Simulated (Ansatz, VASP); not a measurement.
## MgS: VASP beside Ansatz

File INCAR:

```
SYSTEM = MgS
ALGO     = Normal         ! electronic algorithm
EDIFF    = 1E-7           ! SCF threshold, eV
EDIFFG   = -0.01          ! ionic threshold
ENCUT    = 600            ! plane-wave cutoff, eV
GGA      = PE             ! functional
IBRION   = 2              ! ionic algorithm
ISIF     = 3              ! what is computed and relaxed
ISMEAR   = 0              ! smearing method
LASPH    = .True.         ! aspherical terms in the spheres
LCHARG   = .False.        ! write CHGCAR
LREAL    = .False.        ! projectors in reciprocal space
LWAVE    = .False.        ! write WAVECAR
NELM     = 80             ! most SCF steps
NSW      = 100            ! ionic steps
PREC     = Accurate       ! precision mode
SIGMA    = 0.02           ! smearing width, eV
```

File KPOINTS:

```
k-points
0
Gamma
  8 8 8
  0 0 0
```

POSCAR

```
MgS
1.0
    0.0000000000      2.8331201100      2.8331201100
    2.8331201100      0.0000000000      2.8331201100
    2.8331201100      2.8331201100      0.0000000000
Mg S
1 1
Direct
    0.0000000000      0.0000000000      0.0000000000
    0.2500000000      0.2500000000      0.2500000000
```

Input for Ansatz:

```yaml
crystal:
  lattice:
    - [0.0, 2.83312011, 2.83312011]
    - [2.83312011, 0.0, 2.83312011]
    - [2.83312011, 2.83312011, 0.0]
  atoms:
    - { symbol: Mg, position: [0.0, 0.0, 0.0] }
    - { symbol: S, position: [0.25, 0.25, 0.25] }
basis:
  ecutwfc: 420
kpoints:
  mp_grid: { grid: [8, 8, 8] }
hamiltonian:
  xc: pbe
scf:
  occupations: { method: gaussian, width: 0.02 }
output:
  forces: true
  stress: true
  eigenvalues: true
relax:
  adjacent_minimum: "off"
  f_tol: 0.01
  max_steps: 80
  cell: { stress_tol: 0.05 }
```

Alike in both runs: task relaxation of cell and atoms; functional PBE; k mesh 8 × 8 × 8; occupations gaussian, width 0.02 eV; no spin polarisation.

```csv
,VASP,Ansatz
version,VASP 6.6.1,Ansatz 0.2.0
potentials or method,"VASP PAW PBE potentials, release 64 (Mg, S), cutoff 600 eV","scalar-relativistic, plane waves, PAW"
valence electrons in the cell,8,16
```

VASP gave:

```
gap on the k mesh at the Fermi level, each at its own relaxed structure (eV)  : 3.38
relaxed volume (Å³/atom)                                                      : 23.06
relaxed length of the cell vector where the two differ most in proportion (Å) : 4.025
```

Q: Which values does Ansatz return?

A: gap on the k mesh at the Fermi level, each at its own relaxed structure (eV): 3.37; relaxed volume (Å³/atom): 23.12; relaxed length of the cell vector where the two differ most in proportion (Å): 4.029.

VASP's potentials hold 8 valence electrons a cell and Ansatz's 16, so a difference there can come from the potentials and not from the codes.
